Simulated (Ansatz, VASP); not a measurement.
**Ba3Sc: VASP beside Ansatz**

```xyz
4
Lattice="5.8164 0.0000 0.0000 0.0000 5.8164 0.0000 0.0000 0.0000 5.8164" Properties=species:S:1:pos:R:3 pbc="T T T"
Ba    0.0000    2.9082    2.9082
Ba    2.9082    0.0000    2.9082
Ba    2.9082    2.9082    0.0000
Sc    0.0000    0.0000    0.0000
```

Alike in both runs: task relaxation of cell and atoms; functional PBE; k mesh 8 × 8 × 8; occupations gaussian, width 0.1 eV; no spin polarisation.

|  | VASP | Ansatz |
| --- | --- | --- |
| version | VASP 6.6.1 | Ansatz 0.2.0 |
| potentials or method | VASP PAW PBE potentials, release 64 (Ba_sv, Sc_sv), cutoff 600 eV | scalar-relativistic, plane waves, PAW |
| valence electrons in the cell | 41 | 41 |

Ansatz gave:

```
gap on the k mesh at the Fermi level, each at its own relaxed structure (eV) : none
relaxed volume (Å³/atom)                                                     : 49.19
relaxed length of the cell vector where the two differ most in proportion (Å)              : 5.816
```

**Question.** Estimate VASP's values.

**Answer.** gap on the k mesh at the Fermi level, each at its own relaxed structure (eV): none; relaxed volume (Å³/atom): 49.48; relaxed length of the cell vector where the two differ most in proportion (Å): 5.828.

A gap of «none» marks a metal or a gap that the smearing closes.

Neither program's run includes spin-orbit coupling.
